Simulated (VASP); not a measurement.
# Cu in VASP: single point with LDA

Aim: the single point of Cu with LDA.

All numbers are computed with VASP 6.6.1; they aren't measurements. Logs are shortened: lines on timing, memory, paths and dates and some standing lists are left out, and cuts for length are marked.

## (1) The cell of the first run

The cell holds a slab with vacuum, 11 atoms: a = 2.556 Å, b = 2.556 Å, c = 32.075 Å, α = 90.00°, β = 90.00°, γ = 90.00°.

## (2) Single point, LDA

INCAR

```
PREC = Accurate
ENCUT = 520
EDIFF = 1E-7
ISMEAR = 0
SIGMA = 0.1
LREAL = False
LASPH = True
NELM = 60
ALGO = Normal
ISIF = 2
LWAVE = False
LCHARG = True
LELF = True
LVHAR = True
NBANDS = 72
```

KPOINTS

```
Automatic mesh
0
Gamma
  15 15 1
```

POSCAR

```
Cu
1.0
    2.5561910100      0.0000000000      0.0000000000
    0.0000000000      2.5561910100      0.0000000000
    0.0000000000      0.0000000000     32.0750000000
Cu
11
Direct
    0.0000000000      0.0000000000      0.2383990582
    0.5000000000      0.5000000000      0.2892434851
    0.0000000000      0.0000000000      0.3422101468
    0.5000000000      0.5000000000      0.3948247925
    0.0000000000      0.0000000000      0.4474283450
    0.5000000000      0.5000000000      0.5000000000
    0.0000000000      0.0000000000      0.5525716550
    0.5000000000      0.5000000000      0.6051752075
    0.0000000000      0.0000000000      0.6577898532
    0.5000000000      0.5000000000      0.7107565149
    0.0000000000      0.0000000000      0.7616009418
```

Potentials or basis: VASP PAW LDA potentials, release 64 (Cu).

Command:

```bash
$ cat potpaw_LDA.64/Cu/POTCAR > POTCAR
$ mpirun -np 1 vasp_std > vasp.out
```

OUTCAR:

```text
PREC = Accurate
   ENCUT = 520
   EDIFF = 1E-7
   ISMEAR = 0
   LREAL = False
   LASPH = True
   NELM = 60
   ISIF = 2

 ion  position               nearest neighbor table
   1  0.000  0.000  0.238-   2 2.43   2 2.43   2 2.43   2 2.43
   2  0.500  0.500  0.289-   1 2.43   1 2.43   1 2.43   1 2.43   3 2.48   3 2.48   3 2.48   3 2.48

   3  0.000  0.000  0.342-   4 2.47   4 2.47   4 2.47   4 2.47   2 2.48   2 2.48   2 2.48   2 2.48

   4  0.500  0.500  0.395-   5 2.47   5 2.47   5 2.47   5 2.47   3 2.47   3 2.47   3 2.47   3 2.47
[... 9 lines left out ...]
   9  0.000  0.000  0.658-   8 2.47   8 2.47   8 2.47   8 2.47  10 2.48  10 2.48  10 2.48  10 2.48

  10  0.500  0.500  0.711-  11 2.43  11 2.43  11 2.43  11 2.43   9 2.48   9 2.48   9 2.48   9 2.48

  11  0.000  0.000  0.762-  10 2.43  10 2.43  10 2.43  10 2.43

  LATTYP: Found a simple tetragonal cell.
 ALAT       =     2.5561910100
 C/A-ratio  =    12.5479668282

  Lattice vectors:

 A1 = (   2.5561910100,   0.0000000000,   0.0000000000)
 A2 = (   0.0000000000,   2.5561910100,   0.0000000000)
 A3 = (   0.0000000000,   0.0000000000,  32.0750000000)

Analysis of symmetry for initial positions (statically):
=====================================================================
 Subroutine PRICEL returns:
 Original cell was already a primitive cell.

 Routine SETGRP: Setting up the symmetry group for a
 simple tetragonal supercell.

 Subroutine GETGRP returns: Found 16 space group operations
 (whereof 16 operations were pure point group operations)
 out of a pool of 16 trial point group operations.

The static configuration has the point symmetry D_4h.

Analysis of symmetry for dynamics (positions and initial velocities):
=====================================================================
 Subroutine PRICEL returns:
 Original cell was already a primitive cell.

 Routine SETGRP: Setting up the symmetry group for a
 simple tetragonal supercell.

 Subroutine GETGRP returns: Found 16 space group operations
 (whereof 16 operations were pure point group operations)
 out of a pool of 16 trial point group operations.

The dynamic configuration has the point symmetry D_4h.

 Subroutine INISYM returns: Found 16 space group operations
 (whereof 16 operations are pure point group operations),
[... 114 lines left out ...]
   EDIFF  = 0.1E-06   stopping-criterion for ELM
   LREAL  =      F    real-space projection
   EDIFFG = 0.1E-05   stopping-criterion for IOM
   NSW    =      0    number of steps for IOM
   IBRION =     -1    ionic relax: 0-MD 1-quasi-New 2-CG
   NFREE  =      0    steps in history (QN), initial steepest desc. (CG)
   ISIF   =      2    stress and relaxation
   ISYM   =      2    0-nonsym 1-usesym 2-fastsym
   POTIM  = 0.5000    time-step for ionic-motion
   TEBEG  =    0.0;   TEEND  =   0.0 temperature during run
   PSTRESS=    0.0 pullay stress
   NELECT =     121.0000    total number of electrons
   NUPDOWN=      -1.0000    fix difference up-down
   EMIN   =  10.00;   EMAX   =-10.00  energy-range for DOS
   EFERMI =   0.00;   METHOD = LEGACY
   ISMEAR =     0;   SIGMA  =   0.10  broadening in eV -4-tet -1-fermi 0-gaus
   EFERMI_NEDOS =   21; number of points for ismear=-14 and -15
   IALGO  =     38    algorithm
   IMIX   =      4    mixing-type and parameters
     AMIX     =   0.40;   BMIX     =  1.00
     AMIX_MAG =   1.60;   BMIX_MAG =  1.00
  volume/ion in A,a.u.               =      19.05       128.58
  Fermi-wavevector in a.u.,A,eV,Ry     =   1.363177  2.576031 25.283041  1.858251
  Thomas-Fermi vector in A             =   2.489602
   LORBIT       =      0    0 simple, 1 ext, 2 COOP (PROOUT), +10 PAW based schemes
   GGA     = CA    functional components
   LHFCALC =     F    Hartree Fock is set to
   AEXX    =    0.0000 exact exchange contribution
   IVDW    =     0    specifies the selected vdW correction
   LEPSILON=     F    determine dielectric tensor
   LRPA    =     F    only Hartree local field effects (RPA)
 non-spin polarized calculation
 Gauss-broadening in eV      SIGMA  =   0.10
  energy-cutoff  :      520.00
  volume of cell :      209.58
 maximum number of plane-waves:      5689
 NGX is ok and might be reduce to    20
   NGX =  9   NGY =  9   NGZ =119

 number of electron     120.9999787 magnetization

 Free energy of the ion-electron system (eV)
  ---------------------------------------------------
  ext. energy  EPLUGINS =         0.00000000
  ---------------------------------------------------
  free energy    TOTEN  =       -50.11122342 eV

  energy without entropy =      -50.09170936  energy(sigma->0) =      -50.10146639

 E-fermi :   2.7616     XC(G=0):  -8.4434

 val. band max:        2.7420908818   @ k =   0.4667   0.1333   0.0000
 cond. band min:       2.7915945591   @ k =   0.4667   0.0667   0.0000
 fundamental gap:      0.0495036773
 Fermi energy:         2.7615919951

 k-point     1 :       0.0000    0.0000    0.0000
  band No.  band energies     occupation
      1      -7.0232      2.00000
      2      -6.7082      2.00000
      3      -6.2051      2.00000
      4      -5.5201      2.00000
      5      -4.6777      2.00000
      6      -3.7786      2.00000
[... 1789 lines left out ...]
     71       9.2886      0.00000
     72       9.8512      0.00000

 [... further k-points ...]
[... 5 lines left out ...]
  --------------------------------------------------------------------------------------
  -------------------------------------------------------------------------------------
  Total       -3.5272143     -3.5272143      0.5558088      0.0000000      0.0000000      0.0000000
  in kB      -26.9643004    -26.9643004      4.2489610      0.0000000      0.0000000      0.0000000
  external PRESSURE =     -16.5598799 kB  Pullay stress =       0.0000000 kB

 VOLUME and BASIS-vectors are now :
 -----------------------------------------------------------------------------
  energy-cutoff  :      520.00
  volume of cell :      209.58
      direct lattice vectors                 reciprocal lattice vectors
     2.556191010  0.000000000  0.000000000     0.391207072  0.000000000  0.000000000
     0.000000000  2.556191010  0.000000000     0.000000000  0.391207072  0.000000000
     0.000000000  0.000000000 32.075000000     0.000000000  0.000000000  0.031176929

 POSITION                                       TOTAL-FORCE (eV/Angst)
 -----------------------------------------------------------------------------------
      0.00000      0.00000      7.64665        -0.000000      0.000000     -0.043396
      1.27810      1.27810      9.27748        -0.000000     -0.000000      0.005430
      0.00000      0.00000     10.97639        -0.000000      0.000000      0.005250
      1.27810      1.27810     12.66401        -0.000000      0.000000     -0.002613
      0.00000      0.00000     14.35126         0.000000      0.000000      0.001397
      1.27810      1.27810     16.03750        -0.000000      0.000000      0.000000
      0.00000      0.00000     17.72374        -0.000000      0.000000     -0.001397
      1.27810      1.27810     19.41099        -0.000000      0.000000      0.002613
      0.00000      0.00000     21.09861         0.000000     -0.000000     -0.005250
      1.27810      1.27810     22.79752        -0.000000     -0.000000     -0.005430
      0.00000      0.00000     24.42835         0.000000      0.000000      0.043396
 -----------------------------------------------------------------------------------
    total drift:                               -0.000000      0.000000      0.000000

  FREE ENERGIE OF THE ION-ELECTRON SYSTEM (eV)
  ---------------------------------------------------
  free  energy   TOTEN  =       -50.1112234156 eV

  energy  without entropy=      -50.0917093590  energy(sigma->0) =      -50.10146639
```

It took 24 min on 1 thread of Oxide Virtual Turin-like, shared host; peak memory 0.43 GiB.

What came out:

| Quantity | Value |
| --- | --- |
| Free energy | -50.1112 eV |
| Largest force | 0.043 eV/Å |
| Band gap on the k mesh | zero (an odd number of electrons rules out a gap without spin polarisation) |

Forces on the atoms (eV/Å):
```
Cu   0.000  0.000 -0.043
Cu   0.000  0.000  0.005
Cu   0.000  0.000  0.005
Cu   0.000  0.000 -0.003
Cu   0.000  0.000  0.001
Cu   0.000  0.000  0.000
Cu   0.000  0.000 -0.001
Cu   0.000  0.000  0.003
Cu   0.000  0.000 -0.005
Cu   0.000  0.000 -0.005
Cu   0.000  0.000  0.043
```

Caveat: there is no dipole correction, which matters where the two faces differ.

The gap in the log of VASP goes by the Fermi energy; the results here count the filled bands.